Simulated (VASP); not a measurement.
Write the native input for VASP 6.6.1 that does the following.

* Task: single point
* Functional: LDA
* Potentials or basis: VASP PAW LDA potentials, release 64 (Cu, O)
* Cutoff: 520 eV
* k mesh: 6 × 3 × 4
* Occupations: gaussian, width 0.05 eV
* Spin: collinear spin, antiferromagnetic start
* Starting moments: [1.0, 1.0, -1.0, -1.0, 0.0, 0.0, 0.0, 0.0] μB
* Hubbard terms: Cu d U = 4.0 eV
* Dipole correction: no
* Further INCAR settings: ALGO = Normal; EDIFF = 1e-06; NBANDS = 48

The structure of CuO lies in POSCAR:

```
CuO
1.0
    3.1754955000      0.0000000000      0.0000000000
    0.0000000000      6.3509910000      0.0000000000
    0.0000000000      0.0000000000      4.6495318700
Cu O
4 4
Direct
    0.0000000000      0.0000000000      0.0000000000
    0.5000000000      0.2500000000      0.0000000000
    0.0000000000      0.5000000000      0.0000000000
    0.5000000000      0.7500000000      0.0000000000
    0.5000000000      0.0000000000      0.2670000000
    0.0000000000      0.2500000000      0.7330000000
    0.5000000000      0.5000000000      0.2670000000
    0.0000000000      0.7500000000      0.7330000000
```

These files were run (other wordings do the same):

INCAR

```
PREC = Accurate
ENCUT = 520
EDIFF = 1E-6
ISMEAR = 0
SIGMA = 0.05
LREAL = F
LASPH = T
NELM = 150
ALGO = Normal
ISIF = 2
LWAVE = F
LCHARG = F
ISPIN = 2
MAGMOM = 1 1 -1 -1 0 0 0 0
LORBIT = 11
LMAXMIX = 4
LDAU = T
LDAUTYPE = 2
LDAUL = 2 -1
LDAUU = 4 0
LDAUJ = 0 0
LDAUPRINT = 1
NBANDS = 48
```

KPOINTS

```
regular mesh
0
Gamma
  6 3 4
```

Potentials or basis: VASP PAW LDA potentials, release 64 (Cu, O).

Run with:

```bash
$ cat potpaw_LDA.64/Cu/POTCAR potpaw_LDA.64/O/POTCAR > POTCAR
$ mpirun -np 1 vasp_std > vasp.out
```

It gave:

```yaml
Pressure: 0.2 GPa
Largest_force: 1.853 eV/Å
Band_gap_on_the_k_mesh: zero (filled and empty bands overlap)
Net_moment: 0.00 μB per cell
Site_moments: Cu +0.15, -0.15; O +0.19, -0.19 μB
Valence_electrons_inside_the_program's_atomic_spheres: Cu 10.22; O 4.80
```

Caveat: forces of over 1 eV/Å act on the atoms, so gaps and moduli don't describe the material at rest.

Wall time 3.2 min on 1 thread of Intel(R) Xeon(R) 6975P-C (Granite Rapids) (shared host), peak memory 0.28 GiB.
